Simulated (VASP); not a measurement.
# TiB2N3 (P4/mmm) in VASP: a series of runs

The runs below take TiB2N3 through single point, with PBE.

Program: VASP 6.6.1. These are calculated values, not measurements. Logs are shortened: lines on timing, memory, paths and dates and some standing lists are left out, and cuts for length are marked.

## 1. The cell of the first run

The structure is tetragonal, space group P4/mmm (No. 123). Conventional cell: a = 4.673 Å, b = 4.673 Å, c = 4.667 Å, α = 90.00°, β = 90.00°, γ = 90.00°. Ti (site symmetry 4/mmm) has 2 B at 2.33 Å within 3.1 Å. Within 3.1 Å of B (site symmetry 4/mmm) lie 2 Ti at 2.33 Å and 4 N at 2.34 Å. B (site symmetry 4/mmm) has 6 N at 2.33 to 2.34 Å within 3.1 Å. N (site symmetry 4/mmm) has 2 B at 2.33 Å within 3.1 Å. Within 3.1 Å of N (site symmetry mmm) lie 4 B at 2.34 Å.

The cell was built from a structure type or drawn by symmetry, and may not be a known phase.

## 2. Single point, PBE, collinear spin

The input, INCAR:

```
  PREC = Accurate
  ENCUT = 520
  EDIFF = 1E-6
  ISMEAR = 0
  SIGMA = 0.1
  LREAL = F
  LASPH = T
  NELM = 150
  ALGO = Normal
  ISIF = 2
  LWAVE = F
  LCHARG = F
  ISPIN = 2
  MAGMOM = 1 0 0 0 0 0
  LORBIT = 11
  LMAXMIX = 4
  GGA = PE
  NBANDS = 30
```

The input, KPOINTS:

```
Automatic mesh
0
Gamma
  4 4 4
```

The input, POSCAR:

```
TiB2N3
1.0
    4.6730439000      0.0000000000      0.0000000000
    0.0000000000      4.6730439000      0.0000000000
    0.0000000000      0.0000000000      4.6673766200
Ti B N
1 2 3
Direct
    0.5000000000      0.5000000000      0.5000000000
    0.5000000000      0.5000000000      0.0000000000
    0.0000000000      0.0000000000      0.0000000000
    0.0000000000      0.0000000000      0.5000000000
    0.5000000000      0.0000000000      0.0000000000
    0.0000000000      0.5000000000      0.0000000000
```

Potentials or basis: VASP PAW PBE potentials, release 64 (Ti_sv, B, N).

Started as:

```
> cat potpaw_PBE.64/Ti_sv/POTCAR potpaw_PBE.64/B/POTCAR potpaw_PBE.64/N/POTCAR > POTCAR
> mpirun -np 1 vasp_std > vasp.out
```

OUTCAR:

```text
PREC = Accurate
   ENCUT = 520
   EDIFF = 1E-6
   ISMEAR = 0
   LREAL = F
   LASPH = T
   NELM = 150
   ISIF = 2
   ISPIN = 2
   LORBIT = 11
   GGA = PE

 ion  position               nearest neighbor table
   1  0.500  0.500  0.500-   2 2.33   2 2.33
   2  0.500  0.500  0.000-   1 2.33   1 2.33
   3  0.000  0.000  0.000-
   4  0.000  0.000  0.500-
   5  0.500  0.000  0.000-
   6  0.000  0.500  0.000-

  LATTYP: Found a simple tetragonal cell.
 ALAT       =     4.6730439000
 C/A-ratio  =     0.9987872402

  Lattice vectors:

 A1 = (   4.6730439000,   0.0000000000,   0.0000000000)
 A2 = (   0.0000000000,   4.6730439000,   0.0000000000)
 A3 = (   0.0000000000,   0.0000000000,   4.6673766200)

Analysis of symmetry for initial positions (statically):
=====================================================================
 Subroutine PRICEL returns:
 Original cell was already a primitive cell.

 Routine SETGRP: Setting up the symmetry group for a
 simple tetragonal supercell.

 Subroutine GETGRP returns: Found 16 space group operations
 (whereof 16 operations were pure point group operations)
 out of a pool of 16 trial point group operations.

The static configuration has the point symmetry D_4h.

Analysis of symmetry for dynamics (positions and initial velocities):
=====================================================================
 Subroutine PRICEL returns:
 Original cell was already a primitive cell.

 Routine SETGRP: Setting up the symmetry group for a
 simple tetragonal supercell.

 Subroutine GETGRP returns: Found 16 space group operations
 (whereof 16 operations were pure point group operations)
 out of a pool of 16 trial point group operations.

The dynamic configuration has the point symmetry D_4h.

Analysis of structural, dynamic, and magnetic symmetry:
=====================================================================
 Subroutine PRICEL returns:
 Original cell was already a primitive cell.

 Routine SETGRP: Setting up the symmetry group for a
 simple tetragonal supercell.

 Subroutine GETGRP returns: Found 16 space group operations
 (whereof 16 operations were pure point group operations)
 out of a pool of 16 trial point group operations.

The overall configuration has the point symmetry D_4h.

 Subroutine INISYM returns: Found 16 space group operations
 (whereof 16 operations are pure point group operations),
 and found     1 'primitive' translations

----------------------------------------------------------------------------------------

                                     Primitive cell

  volume of cell :     101.9231

  direct lattice vectors                    reciprocal lattice vectors
     4.673043900  0.000000000  0.000000000     0.213993282  0.000000000  0.000000000
     0.000000000  4.673043900  0.000000000     0.000000000  0.213993282  0.000000000
     0.000000000  0.000000000  4.667376620     0.000000000  0.000000000  0.214253119

  length of vectors
     4.673043900  4.673043900  4.667376620     0.213993282  0.213993282  0.214253119

  position of ions in fractional coordinates (direct lattice)
     0.500000000  0.500000000  0.500000000
     0.500000000  0.500000000  0.000000000
     0.000000000  0.000000000  0.000000000
     0.000000000  0.000000000  0.500000000
     0.500000000  0.000000000  0.000000000
     0.000000000  0.500000000  0.000000000

  ion indices of the primitive-cell ions
   primitive index   ion index
                 1           1
                 2           2
                 3           3
                 4           4
                 5           5
                 6           6

----------------------------------------------------------------------------------------

 KPOINTS: Automatic mesh

Automatic generation of k-mesh.
 Grid dimensions read from file:
 generate k-points for:    4    4    4

 Generating k-lattice:

  Cartesian coordinates                     Fractional coordinates (reciprocal lattice)
     0.053498320  0.000000000  0.000000000     0.250000000  0.000000000  0.000000000
     0.000000000  0.053498320  0.000000000     0.000000000  0.250000000  0.000000000
     0.000000000  0.000000000  0.053563280     0.000000000  0.000000000  0.250000000

  Length of vectors
     0.053498320  0.053498320  0.053563280

  Shift w.r.t. Gamma in fractional coordinates (k-lattice)
     0.000000000  0.000000000  0.000000000

 Subroutine IBZKPT returns following result:
 ===========================================

 Found     18 irreducible k-points:

 Following reciprocal coordinates:
            Coordinates               Weight
  0.000000  0.000000  0.000000      1.000000
  0.250000  0.000000  0.000000      4.000000
  0.500000  0.000000  0.000000      2.000000
  0.250000  0.250000  0.000000      4.000000
  0.500000  0.250000  0.000000      4.000000
  0.500000  0.500000  0.000000      1.000000
[... 10 lines left out ...]
  0.500000  0.250000  0.500000      4.000000
  0.500000  0.500000  0.500000      1.000000
   k-points           NKPTS =     18   k-points in BZ     NKDIM =     18   number of bands    NBANDS=     30
   number of dos      NEDOS =    301   number of ions     NIONS =      6
   total plane-waves  NPLWV =  46656
   dimension x,y,z NGX =    36 NGY =   36 NGZ =   36
   dimension x,y,z NGXF=    72 NGYF=   72 NGZF=   72
   ions per type =               1   2   3
   NGX,Y,Z   is equivalent  to a cutoff of  12.81, 12.81, 12.82 a.u.
   NGXF,Y,Z  is equivalent  to a cutoff of  25.61, 25.61, 25.65 a.u.
 SYSTEM =  unknown system
   PREC   = accura    normal or accurate (medium, high low for compatibility)
   ISTART =      0    job   : 0-new  1-cont  2-samecut
   ICHARG =      2    charge: 1-file 2-atom 10-const
   ISPIN  =      2    spin polarized calculation?
   LNONCOLLINEAR =      F non collinear calculations
   LSORBIT =      F    spin-orbit coupling
   LASPH  =      T    aspherical Exc in radial PAW
   ENCUT  =  520.0 eV  38.22 Ry    6.18 a.u.   8.69  8.69  8.68*2*pi/ulx,y,z
   NELM   =    150;   NELMIN=  2; NELMDL= -5     # of ELM steps
   EDIFF  = 0.1E-05   stopping-criterion for ELM
   LREAL  =      F    real-space projection
   EDIFFG = 0.1E-04   stopping-criterion for IOM
   NSW    =      0    number of steps for IOM
   IBRION =     -1    ionic relax: 0-MD 1-quasi-New 2-CG
   NFREE  =      0    steps in history (QN), initial steepest desc. (CG)
   ISIF   =      2    stress and relaxation
   ISYM   =      2    0-nonsym 1-usesym 2-fastsym
   POTIM  = 0.5000    time-step for ionic-motion
   TEBEG  =    0.0;   TEEND  =   0.0 temperature during run
   PSTRESS=    0.0 pullay stress
   NELECT =      33.0000    total number of electrons
   NUPDOWN=      -1.0000    fix difference up-down
   EMIN   =  10.00;   EMAX   =-10.00  energy-range for DOS
   EFERMI =   0.00;   METHOD = LEGACY
   ISMEAR =     0;   SIGMA  =   0.10  broadening in eV -4-tet -1-fermi 0-gaus
   EFERMI_NEDOS =   21; number of points for ismear=-14 and -15
   IALGO  =     38    algorithm
   IMIX   =      4    mixing-type and parameters
     AMIX     =   0.40;   BMIX     =  1.00
     AMIX_MAG =   1.60;   BMIX_MAG =  1.00
  volume/ion in A,a.u.               =      16.99       114.64
  Fermi-wavevector in a.u.,A,eV,Ry     =   1.124144  2.124324 17.193679  1.263700
  Thomas-Fermi vector in A             =   2.260814
   LORBIT       =     11    0 simple, 1 ext, 2 COOP (PROOUT), +10 PAW based schemes
   GGA     = PE    functional components
   LHFCALC =     F    Hartree Fock is set to
   AEXX    =    0.0000 exact exchange contribution
   IVDW    =     0    specifies the selected vdW correction
   LEPSILON=     F    determine dielectric tensor
   LRPA    =     F    only Hartree local field effects (RPA)
 spin polarized calculation
 Gauss-broadening in eV      SIGMA  =   0.10
  energy-cutoff  :      520.00
  volume of cell :      101.92
 maximum number of plane-waves:      2800
 NGX is ok and might be reduce to    36
   NGX = 17   NGY = 17   NGZ = 17

 number of electron      32.9999998 magnetization      -0.0144604

 number of electron      32.9999998 magnetization       0.0287654

 Free energy of the ion-electron system (eV)
  ---------------------------------------------------
  ext. energy  EPLUGINS =         0.00000000
  ---------------------------------------------------
  free energy    TOTEN  =       -28.68026375 eV

  energy without entropy =      -28.65862555  energy(sigma->0) =      -28.66944465

 E-fermi :   1.0066     XC(G=0):  -9.0512

 val. band max:        0.9647399574   @ k =   0.5000   0.2500   0.5000
 cond. band min:       1.0151320908   @ k =   0.5000   0.5000   0.0000
 fundamental gap:      0.0503921334
 Fermi energy:         1.0065904340

 spin component 1

 k-point     1 :       0.0000    0.0000    0.0000
  band No.  band energies     occupation
      1     -57.1746      1.00000
      2     -33.5164      1.00000
      3     -33.5164      1.00000
      4     -33.0844      1.00000
      5     -12.2096      1.00000
      6     -10.8192      1.00000
[... 20 lines left out ...]
     27       7.0153      0.00000
     28       7.5192      0.00000

 k-point     2 :       0.2500    0.0000    0.0000
  band No.  band energies     occupation
      1     -57.1746      1.00000
      2     -33.5169      1.00000
      3     -33.5164      1.00000
      4     -33.0843      1.00000
      5     -12.0225      1.00000
      6     -11.0122      1.00000
[... 488 lines left out ...]
 k-point    18 :       0.5000    0.5000    0.5000
  band No.  band energies     occupation
      1     -57.1746      1.00000
      2     -33.5171      1.00000
      3     -33.5171      1.00000
      4     -33.0845      1.00000
      5     -11.3087      1.00000
      6     -11.3087      1.00000
[... 20 lines left out ...]
     27       4.7393      0.00000
     28       5.3459      0.00000
 Fermi energy:         1.0065904340

 spin component 2

 k-point     1 :       0.0000    0.0000    0.0000
  band No.  band energies     occupation
      1     -57.1962      1.00000
      2     -33.5313      1.00000
      3     -33.5313      1.00000
      4     -33.1197      1.00000
      5     -12.1624      1.00000
      6     -10.7390      1.00000
[... 20 lines left out ...]
     27       7.0204      0.00000
     28       7.5433      0.00000

 k-point     2 :       0.2500    0.0000    0.0000
  band No.  band energies     occupation
      1     -57.1962      1.00000
      2     -33.5318      1.00000
      3     -33.5313      1.00000
      4     -33.1197      1.00000
      5     -11.9742      1.00000
      6     -10.9406      1.00000
[... 488 lines left out ...]
 k-point    18 :       0.5000    0.5000    0.5000
  band No.  band energies     occupation
      1     -57.1961      1.00000
      2     -33.5320      1.00000
      3     -33.5320      1.00000
      4     -33.1199      1.00000
      5     -11.2344      1.00000
      6     -11.2344      1.00000
[... 20 lines left out ...]
     27       4.7710      0.00000
     28       5.3253      0.00000
 [bands above 28 left out]

------------------------ aborting loop because EDIFF is reached ----------------------------------------

  FORCE on cell =-STRESS in cart. coord.  units (eV):
  Direction    XX          YY          ZZ          XY          YZ          ZX
  --------------------------------------------------------------------------------------
  -------------------------------------------------------------------------------------
  Total      -22.2615211    -22.2615211    -16.4439026      0.0000000      0.0000000     -0.0000000
  in kB     -349.9394060   -349.9394060   -258.4895016      0.0000000      0.0000000     -0.0000000
  external PRESSURE =    -319.4561045 kB  Pullay stress =       0.0000000 kB

 VOLUME and BASIS-vectors are now :
 -----------------------------------------------------------------------------
  energy-cutoff  :      520.00
  volume of cell :      101.92
      direct lattice vectors                 reciprocal lattice vectors
     4.673043900  0.000000000  0.000000000     0.213993282  0.000000000  0.000000000
     0.000000000  4.673043900  0.000000000     0.000000000  0.213993282  0.000000000
     0.000000000  0.000000000  4.667376620     0.000000000  0.000000000  0.214253119

 POSITION                                       TOTAL-FORCE (eV/Angst)
 -----------------------------------------------------------------------------------
      2.33652      2.33652      2.33369         0.000000      0.000000      0.000000
      2.33652      2.33652      0.00000         0.000000      0.000000      0.000000
      0.00000      0.00000      0.00000         0.000000      0.000000      0.000000
      0.00000      0.00000      2.33369         0.000000      0.000000      0.000000
      2.33652      0.00000      0.00000         0.000000      0.000000      0.000000
      0.00000      2.33652      0.00000         0.000000      0.000000      0.000000
 -----------------------------------------------------------------------------------
    total drift:                                0.000000      0.000000      0.000000

  FREE ENERGIE OF THE ION-ELECTRON SYSTEM (eV)
  ---------------------------------------------------
  free  energy   TOTEN  =       -28.6802637466 eV

  energy  without entropy=      -28.6586255530  energy(sigma->0) =      -28.66944465

 total charge

# of ion       s       p       d       tot
------------------------------------------
    1        2.117   6.013   1.733   9.863
    2        0.752   0.679   0.000   1.431
    3        0.687   0.483   0.000   1.171
    4        1.346   1.954   0.000   3.300
    5        1.347   1.960   0.000   3.307
    6        1.347   1.960   0.000   3.307
--------------------------------------------------
tot          7.596  13.050   1.733  22.379

 magnetization (x)

# of ion       s       p       d       tot
------------------------------------------
    1       -0.001  -0.001  -0.020  -0.022
    2       -0.001  -0.006   0.000  -0.006
    3       -0.003  -0.005   0.000  -0.008
    4       -0.001  -0.017   0.000  -0.018
    5        0.001   0.037   0.000   0.038
    6        0.001   0.037   0.000   0.038
--------------------------------------------------
tot         -0.004   0.046  -0.020   0.022
```

It took 71 s on 1 thread of Intel Xeon 6975P-C (Granite Rapids), shared host; peak memory 0.28 GiB.

Results:

```yaml
Free_energy: -28.6803 eV
Pressure: -31.9 GPa
Net_moment: 0.03 μB per cell
Site_moments: Ti -0.02; B -0.01; N -0.02, +0.04 (each value once) μB
Valence_electrons_inside_the_program's_atomic_spheres: Ti 9.86; B 1.43, 1.17; N 3.30, 3.31 (each value once)
```

Stress tensor (GPa, compression positive):
```
-34.99   0.00   0.00
  0.00 -34.99   0.00
  0.00   0.00 -25.85
```

Levels at points of the mesh, in eV from the Fermi level:
Spin up:
```
           k point  band 12  band 13  band 14  band 15  band 16  band 17  band 18  band 19  band 20  band 21
(0.00, 0.00, 0.00)    -2.18    -1.38    -1.38    -0.63    -0.30     0.04     0.04     0.25     0.35     0.49
(0.50, 0.00, 0.00)    -2.59    -1.25    -1.24    -0.51    -0.37     0.02     0.50     0.76     1.04     1.13
(0.50, 0.50, 0.00)    -1.14    -0.84    -0.84    -0.40    -0.09     0.19     0.36     0.71     0.76     1.12
(0.00, 0.00, 0.50)    -3.03    -1.38    -1.38    -1.02    -0.73    -0.44    -0.44     0.36     0.92     1.06
(0.50, 0.00, 0.50)    -2.40    -1.41    -1.15    -0.85    -0.15     0.24     0.35     0.81     1.02     1.07
(0.50, 0.50, 0.50)    -1.92    -0.21    -0.08     0.05     0.05     0.08     0.33     0.49     0.49     0.54
```
Spin down:
| k point | band 12 | band 13 | band 14 | band 15 | band 16 | band 17 | band 18 | band 19 | band 20 | band 21 |
| --- | --- | --- | --- | --- | --- | --- | --- | --- | --- | --- |
| (0.00, 0.00, 0.00) | -2.20 | -1.34 | -1.34 | -0.61 | -0.22 | 0.01 | 0.01 | 0.23 | 0.36 | 0.44 |
| (0.50, 0.00, 0.00) | -2.58 | -1.27 | -1.21 | -0.48 | -0.37 | 0.02 | 0.46 | 0.75 | 1.03 | 1.12 |
| (0.50, 0.50, 0.00) | -1.10 | -0.88 | -0.88 | -0.36 | 0.01 | 0.21 | 0.37 | 0.69 | 0.75 | 1.11 |
| (0.00, 0.00, 0.50) | -3.02 | -1.33 | -1.33 | -0.98 | -0.71 | -0.49 | -0.49 | 0.38 | 0.93 | 1.03 |
| (0.50, 0.00, 0.50) | -2.34 | -1.43 | -1.09 | -0.88 | -0.13 | 0.23 | 0.33 | 0.82 | 1.01 | 1.03 |
| (0.50, 0.50, 0.50) | -1.91 | -0.16 | 0.01 | 0.01 | 0.02 | 0.12 | 0.35 | 0.49 | 0.49 | 0.51 |

Caveat: the cell stands under tension.

(Continued in part 2 of 2.)
